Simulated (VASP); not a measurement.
Crystal: BaTe.

```
CELL_PARAMETERS angstrom
0.00000 3.41000 3.41000
3.41000 0.00000 3.41000
3.41000 3.41000 0.00000
ATOMIC_POSITIONS crystal
Ba 0.00000 0.00000 0.00000
Te 0.50000 0.50000 0.50000
```

| Quantity | Value |
| --- | --- |
| Program | VASP 6.6.1 |
| Task | relaxation of cell and atoms |
| Functional | PBEsol |
| Potentials or basis | VASP PAW PBE potentials, release 64 (Ba_sv, Te) |
| Cutoff | 600 eV |
| k mesh | 7 × 7 × 7 |
| Occupations | fermi-dirac, width 0.05 eV |
| Spin | no spin polarisation |

At the start: pressure 2.4 GPa; volume 39.65 Å³/atom.

Where does the relaxation end?

Over 3 steps the energy falls by 18.5 meV/atom and the volume is 42.30 Å³/atom (+6.7 %); space group Fm-3m (No. 225, to 0.1 Å) before and after.

The path:
```csv
step,energy change (eV),largest force (eV/Å),pressure (GPa),volume (Å³)
1,0.0000,0.0000,2.37,79.30
2,-0.0340,0.0000,-0.58,86.23
3,-0.0370,0.0000,0.01,84.59
```

Final structure:
```cif
data_structure
_symmetry_space_group_name_H-M 'P 1'
_symmetry_Int_Tables_number 1
_cell_length_a 4.9274
_cell_length_b 4.9274
_cell_length_c 4.9274
_cell_angle_alpha 60.000
_cell_angle_beta 60.000
_cell_angle_gamma 60.000
_cell_volume 84.59
loop_
_atom_site_label
_atom_site_type_symbol
_atom_site_fract_x
_atom_site_fract_y
_atom_site_fract_z
_atom_site_occupancy
Ba1 Ba 0.00000 0.00000 0.00000 1
Te1 Te 0.50000 0.50000 0.50000 1
```

Caveat: the PAW data sets were made with another functional, which shifts forces and pressure a little.
